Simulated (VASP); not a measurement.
Wanted: the native input for a VASP 6.6.1 run.

```
Task                   : single point
Functional             : r2SCAN
Potentials or basis    : VASP PAW PBE potentials, release 64 (Si)
Cutoff                 : 520 eV
k mesh                 : 20 × 20 × 20
Occupations            : gaussian, width 0.05 eV
Spin                   : no spin polarisation
Dipole correction      : no
Further INCAR settings : ALGO = Normal; EDIFF = 1e-07; NBANDS = 11
```

The system is Si.

```
Si
1.0
    -2.24471    2.24471    1.21041
     2.24471   -2.24471    1.21041
     2.24471    2.24471   -1.21041
Si
2
Cartesian
  2.2447 0.0000 0.6052
  0.0000 0.0000 1.2104
```

One way to write it, as run:

POSCAR

```
Si
1.0
   -2.2447101686      2.2447101686      1.2104074804
    2.2447101686     -2.2447101686      1.2104074804
    2.2447101686      2.2447101686     -1.2104074804
Si
2
Direct
    0.2500000000      0.7500000000      0.5000000000
    0.5000000000      0.5000000000      0.0000000000
```

INCAR.step1

```
SYSTEM = Si
PREC = Accurate
ENCUT = 520
ISMEAR = 0
SIGMA = 0.05
LREAL = .False.
LASPH = .True.
NELM = 60
NBANDS = 11
GGA = PE
ALGO = Normal
EDIFF = 1E-4
LWAVE = .True.
LCHARG = .False.
```

INCAR.step2

```
SYSTEM = Si
PREC = Accurate
ENCUT = 520
EDIFF = 1E-7
ISMEAR = 0
SIGMA = 0.05
LREAL = .False.
LASPH = .True.
NELM = 60
ALGO = Normal
ISIF = 2
LWAVE = .False.
LCHARG = .True.
METAGGA = R2SCAN
LMIXTAU = .True.
LELF = .True.
LVHAR = .True.
NBANDS = 11
ISTART = 1
```

KPOINTS

```
regular mesh
0
Gamma
  20 20 20
  0 0 0
```

Potentials or basis: VASP PAW PBE potentials, release 64 (Si).

The run is started by

```console
$ cat potpaw_PBE.64/Si/POTCAR > POTCAR
$ cp INCAR.step1 INCAR
$ mpirun -np 1 vasp_std > vasp.out
$ cp INCAR.step2 INCAR
$ mpirun -np 1 vasp_std > vasp.out
```

Results of the run:

The pressure is 39.7 GPa and the band gap on the k mesh is zero (bands 4 and 5 overlap by 8.09 eV).

Caveat: the cell stands under pressure; the PAW data sets were made with another functional, which shifts forces and pressure a little.

Wall time 6.3 min on 1 thread of Intel(R) Xeon(R) Platinum 8488C (Sapphire Rapids), on a shared host, peak memory 0.26 GiB.
